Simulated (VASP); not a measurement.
# SrO in VASP: settings compared

The runs below take SrO through single point, with PBE, HSE06.

All numbers are computed with VASP 6.6.1; they aren't measurements. Logs are shortened: lines on timing, memory, paths and dates and some standing lists are left out, and cuts for length are marked.

## 1. The cell of the first run

The typed cell holds 4 atoms: a = 3.553 Å, b = 3.553 Å, c = 6.217 Å, α = 90.00°, β = 90.00°, γ = 120.00°.

## 2. Single point, PBE (atoms moved at random)

Input file INCAR:

```
SYSTEM = SrO
PREC = Accurate ; ENCUT = 520
EDIFF = 1E-6 ; ISMEAR = -1
SIGMA = 0.05 ; LREAL = .False.
LASPH = .True. ; NELM = 100
ALGO = Normal ; ISIF = 2
LWAVE = .False. ; LCHARG = .True.
GGA = PE ; LELF = .True.
LVHAR = .True. ; NBANDS = 24
```

Input file KPOINTS:

```
regular mesh
0
Gamma
  9 9 5
  0 0 0
```

Input file POSCAR:

```
SrO
1.0
    3.5532880902      0.0000000000      0.0000000000
   -1.7766440451      3.0772377531      0.0000000000
    0.0000000000      0.0000000000      6.2173039800
Sr O
2 2
Direct
    0.6688750000      0.3390110000      0.7433660000
    0.3336320000      0.6609980000      0.2579820000
    0.0048470000      0.0154180000      0.5048640000
    0.0103470000      0.0008710000     -0.0039530000
```

Potentials or basis: VASP PAW PBE potentials, release 64 (Sr_sv, O).

Run with:

```bash
> cat potpaw_PBE.64/Sr_sv/POTCAR potpaw_PBE.64/O/POTCAR > POTCAR
> mpirun -np 1 vasp_std > vasp.out
```

OUTCAR:

```text
SYSTEM = SrO
   PREC = Accurate
   ENCUT = 520
   EDIFF = 1E-6
   ISMEAR = -1
   LREAL = .False.
   LASPH = .True.
   NELM = 100
   ISIF = 2
   GGA = PE

 ion  position               nearest neighbor table
   1  0.669  0.339  0.743-   3 2.51   3 2.52   3 2.56   4 2.56   4 2.57   4 2.62   2 3.63   2 3.65
                             2 3.67   2 3.79   2 3.80   2 3.82   2 5.07   2 5.10   2 5.12
   2  0.334  0.661  0.258-   3 2.51   3 2.57   3 2.60   4 2.60   4 2.61   4 2.64   1 3.63   1 3.65
                             1 3.67   1 3.79   1 3.80   1 3.82   1 5.07   1 5.10   1 5.12
   3  0.005  0.015  0.505-   2 2.51   1 2.51   1 2.52   1 2.56   2 2.57   2 2.60
   4  0.010  0.001  0.996-   1 2.56   1 2.57   2 2.60   2 2.61   1 2.62   2 2.64

  LATTYP: Found a hexagonal cell.
 ALAT       =     3.5532880902
 C/A-ratio  =     1.7497325919

  Lattice vectors:

 A1 = (   3.5532880902,   0.0000000000,   0.0000000000)
 A2 = (  -1.7766440451,   3.0772377531,   0.0000000000)
 A3 = (   0.0000000000,   0.0000000000,   6.2173039800)

Analysis of symmetry for initial positions (statically):
=====================================================================
 Subroutine PRICEL returns:
 Original cell was already a primitive cell.

 Routine SETGRP: Setting up the symmetry group for a
 hexagonal supercell.

 Subroutine GETGRP returns: Found  1 space group operations
 (whereof  1 operations were pure point group operations)
 out of a pool of 24 trial point group operations.

The static configuration has the point symmetry C_1 .

Analysis of symmetry for dynamics (positions and initial velocities):
=====================================================================
 Subroutine PRICEL returns:
 Original cell was already a primitive cell.

 Routine SETGRP: Setting up the symmetry group for a
 hexagonal supercell.

 Subroutine GETGRP returns: Found  1 space group operations
 (whereof  1 operations were pure point group operations)
 out of a pool of 24 trial point group operations.

The dynamic configuration has the point symmetry C_1 .

 Subroutine INISYM returns: Found  1 space group operations
 (whereof  1 operations are pure point group operations),
 and found     1 'primitive' translations

----------------------------------------------------------------------------------------

                                     Primitive cell

  volume of cell :      67.9819
[... 85 lines left out ...]
   ISTART =      0    job   : 0-new  1-cont  2-samecut
   ICHARG =      2    charge: 1-file 2-atom 10-const
   ISPIN  =      1    spin polarized calculation?
   LNONCOLLINEAR =      F non collinear calculations
   LSORBIT =      F    spin-orbit coupling
   LASPH  =      T    aspherical Exc in radial PAW
   ENCUT  =  520.0 eV  38.22 Ry    6.18 a.u.   6.61  6.61 11.56*2*pi/ulx,y,z
   NELM   =    100;   NELMIN=  2; NELMDL= -5     # of ELM steps
   EDIFF  = 0.1E-05   stopping-criterion for ELM
   LREAL  =      F    real-space projection
   EDIFFG = 0.1E-04   stopping-criterion for IOM
   NSW    =      0    number of steps for IOM
   IBRION =     -1    ionic relax: 0-MD 1-quasi-New 2-CG
   NFREE  =      0    steps in history (QN), initial steepest desc. (CG)
   ISIF   =      2    stress and relaxation
   ISYM   =      2    0-nonsym 1-usesym 2-fastsym
   POTIM  = 0.5000    time-step for ionic-motion
   TEBEG  =    0.0;   TEEND  =   0.0 temperature during run
   PSTRESS=    0.0 pullay stress
   NELECT =      32.0000    total number of electrons
   NUPDOWN=      -1.0000    fix difference up-down
   EMIN   =  10.00;   EMAX   =-10.00  energy-range for DOS
   EFERMI =   0.00;   METHOD = LEGACY
   ISMEAR =    -1;   SIGMA  =   0.05  broadening in eV -4-tet -1-fermi 0-gaus
   EFERMI_NEDOS =   21; number of points for ismear=-14 and -15
   IALGO  =     38    algorithm
   IMIX   =      4    mixing-type and parameters
     AMIX     =   0.40;   BMIX     =  1.00
     AMIX_MAG =   1.60;   BMIX_MAG =  1.00
  volume/ion in A,a.u.               =      17.00       114.69
  Fermi-wavevector in a.u.,A,eV,Ry     =   1.273484  2.406537 22.065419  1.621763
  Thomas-Fermi vector in A             =   2.406305
   LORBIT       =      0    0 simple, 1 ext, 2 COOP (PROOUT), +10 PAW based schemes
   GGA     = PE    functional components
   LHFCALC =     F    Hartree Fock is set to
   AEXX    =    0.0000 exact exchange contribution
   IVDW    =     0    specifies the selected vdW correction
   LEPSILON=     F    determine dielectric tensor
   LRPA    =     F    only Hartree local field effects (RPA)
 non-spin polarized calculation
  energy-cutoff  :      520.00
  volume of cell :       67.98
 maximum number of plane-waves:      1871
   NGX = 13   NGY = 13   NGZ = 23

 number of electron      31.9999996 magnetization

 Free energy of the ion-electron system (eV)
  ---------------------------------------------------
  ext. energy  EPLUGINS =         0.00000000
  ---------------------------------------------------
  free energy    TOTEN  =       -23.68496349 eV

  energy without entropy =      -23.68496349  energy(sigma->0) =      -23.68496349

 E-fermi :   3.2264     XC(G=0): -10.0198

 val. band max:        2.2169037869   @ k =   0.0000   0.0000   0.0000
 cond. band min:       5.2483245408   @ k =   0.0000   0.4444   0.0000
 fundamental gap:      3.0314207539
 Fermi energy:         3.2263970131

 k-point     1 :       0.0000    0.0000    0.0000
  band No.  band energies     occupation
      1     -30.8630      2.00000
      2     -30.6051      2.00000
      3     -14.9373      2.00000
      4     -13.3212      2.00000
      5     -12.5668      2.00000
      6     -12.5407      2.00000
[... 637 lines left out ...]
     23      11.1033      0.00000
     24      11.6112      0.00000

 [... further k-points ...]
[... 5 lines left out ...]
  --------------------------------------------------------------------------------------
  -------------------------------------------------------------------------------------
  Total        1.0180981      1.0043960      0.8333746      0.0070942     -0.0422162     -0.0135891
  in kB       23.9942201     23.6712940     19.6407150      0.1671949     -0.9949378     -0.3202631
  external PRESSURE =      22.4354097 kB  Pullay stress =       0.0000000 kB

 VOLUME and BASIS-vectors are now :
 -----------------------------------------------------------------------------
  energy-cutoff  :      520.00
  volume of cell :       67.98
      direct lattice vectors                 reciprocal lattice vectors
     3.553288090  0.000000000  0.000000000     0.281429475  0.162483383  0.000000000
    -1.776644045  3.077237753  0.000000000     0.000000000  0.324966766  0.000000000
     0.000000000  0.000000000  6.217303980     0.000000000  0.000000000  0.160841420

 POSITION                                       TOTAL-FORCE (eV/Angst)
 -----------------------------------------------------------------------------------
      1.77440      1.04322      4.62173         0.042055      0.023188      0.826204
      0.01113      2.03405      1.60395        -0.009677      0.161941     -0.808330
     -0.01017      0.04744      3.13889         0.025684     -0.160167     -0.355525
      0.03522      0.00268      6.19273        -0.058062     -0.024962      0.337651
 -----------------------------------------------------------------------------------
    total drift:                               -0.000026      0.000023      0.000056

  FREE ENERGIE OF THE ION-ELECTRON SYSTEM (eV)
  ---------------------------------------------------
  free  energy   TOTEN  =       -23.6849634878 eV

  energy  without entropy=      -23.6849634878  energy(sigma->0) =      -23.68496349
```

OSZICAR:

```text
N       E                     dE             d eps       ncg     rms          rms(c)
DAV:   1     0.171711904584E+03    0.17171E+03   -0.16185E+04  9752   0.127E+03
DAV:   2    -0.180511479184E+02   -0.18976E+03   -0.17807E+03 13864   0.282E+02
DAV:   3    -0.280952873350E+02   -0.10044E+02   -0.99692E+01 14848   0.581E+01
DAV:   4    -0.283625282895E+02   -0.26724E+00   -0.26714E+00 13120   0.748E+00
DAV:   5    -0.283645899940E+02   -0.20617E-02   -0.20617E-02 13520   0.769E-01    0.230E+01
DAV:   6    -0.238845588846E+02    0.44800E+01   -0.19578E+01 10696   0.247E+01    0.272E+01
DAV:   7    -0.237589068837E+02    0.12565E+00   -0.15306E+00 14304   0.670E+00    0.180E+01
DAV:   8    -0.236980174545E+02    0.60889E-01   -0.63118E-01 10488   0.528E+00    0.203E+00
DAV:   9    -0.236818760873E+02    0.16141E-01   -0.73663E-02 14384   0.189E+00    0.536E-01
DAV:  10    -0.236837285793E+02   -0.18525E-02   -0.87121E-03 11936   0.540E-01    0.255E-01
DAV:  11    -0.236848282810E+02   -0.10997E-02   -0.74992E-04 11416   0.201E-01    0.982E-02
DAV:  12    -0.236849499356E+02   -0.12165E-03   -0.72108E-04 11640   0.160E-01    0.351E-02
DAV:  13    -0.236849592584E+02   -0.93228E-05   -0.94270E-05 11968   0.685E-02    0.207E-02
DAV:  14    -0.236849622472E+02   -0.29888E-05   -0.58640E-06 11984   0.165E-02    0.107E-02
DAV:  15    -0.236849635334E+02   -0.12862E-05   -0.23048E-06  9176   0.105E-02    0.444E-03
DAV:  16    -0.236849634878E+02    0.45584E-07   -0.28124E-07  8624   0.389E-03
   1 F= -.23684963E+02 E0= -.23684963E+02  d E =-.300424E-10
```

Run time: 3.5 min. Hardware: 1 thread of AMD EPYC 9R45 (Zen 5), shared host; peak memory 0.37 GiB.

Results:

* Free energy: -23.6850 eV
* Pressure: 2.2 GPa
* Largest force: 0.828 eV/Å
* Band gap on the k mesh: 3.03 eV (least direct gap 3.06 eV)

Forces on the atoms (eV/Å):
```
Sr   0.042  0.023  0.826
Sr  -0.010  0.162 -0.808
O    0.026 -0.160 -0.356
O   -0.058 -0.025  0.338
```

Stress tensor (GPa, compression positive):
```
 2.40  0.02 -0.03
 0.02  2.37 -0.10
-0.03 -0.10  1.96
```

Caveat: the cell differs from its parent crystal (atoms moved at random); an odd mesh through Γ misses points on the zone boundary, where band edges can lie.

## 3. Single point, HSE06

Input file INCAR:

```
SYSTEM = SrO
ALGO = Normal
EDIFF = 1E-6
EFERMI = MIDGAP
ENCUT = 520
GGA = PE
GGA_COMPAT = .False.
HFSCREEN = 0.2
ISIF = 2
ISMEAR = 0
KPAR = 8
LASPH = .True.
LCHARG = .False.
LHFCALC = .True.
LREAL = .False.
LWAVE = .False.
NELM = 120
PREC = Accurate
PRECFOCK = Normal
SIGMA = 0.03
```

Input file KPOINTS:

```
k-points
0
Gamma
  6 6 4
```

Input file POSCAR:

```
SrO
1.0
    3.5532880902      0.0000000000      0.0000000000
   -1.7766440451      3.0772377531      0.0000000000
    0.0000000000      0.0000000000      6.2173039800
Sr O
2 2
Direct
    0.6666666667      0.3333333333      0.7500000000
    0.3333333333      0.6666666667      0.2500000000
    0.0000000000      0.0000000000      0.5000000000
    0.0000000000      0.0000000000      0.0000000000
```

Potentials or basis: VASP PAW PBE potentials, release 64 (Sr_sv, O).

Run with:

```bash
> cat potpaw_PBE.64/Sr_sv/POTCAR potpaw_PBE.64/O/POTCAR > POTCAR
> mpirun -np 8 vasp_std > vasp.out
```

Run time: 17 min. Hardware: 8 MPI ranks of Intel Xeon 6975P-C (Granite Rapids), shared host; peak memory 0.31 GiB.

The run converged. Its results:

| Property | Result |
| --- | --- |
| Free energy | -28.0299 eV |
| Pressure | -0.2 GPa |
| Band gap on the k mesh | 4.51 eV |

Stress tensor (GPa, compression positive):
```
-0.08  0.00  0.00
 0.00 -0.08  0.00
 0.00  0.00 -0.40
```

Levels at points of the mesh, in eV from the valence-band top:
| k point | band 13 | band 14 | band 15 | band 16 | band 17 | band 18 | band 19 | band 20 |
| --- | --- | --- | --- | --- | --- | --- | --- | --- |
| (0.00, 0.00, 0.00) | -1.06 | -0.82 | -0.82 | 0.00 | 4.51 | 6.58 | 6.72 | 7.83 |
| (0.50, 0.00, 0.00) | -1.51 | -1.47 | -0.57 | -0.27 | 4.52 | 7.30 | 7.56 | 10.00 |
| (0.00, 0.00, 0.50) | -0.96 | -0.96 | -0.96 | -0.96 | 6.15 | 6.15 | 7.57 | 7.57 |
| (0.50, 0.00, 0.50) | -1.32 | -1.32 | -1.04 | -1.04 | 5.80 | 5.80 | 8.38 | 8.38 |

Caveat: the PAW data sets were made with another functional, which shifts forces and pressure a little.
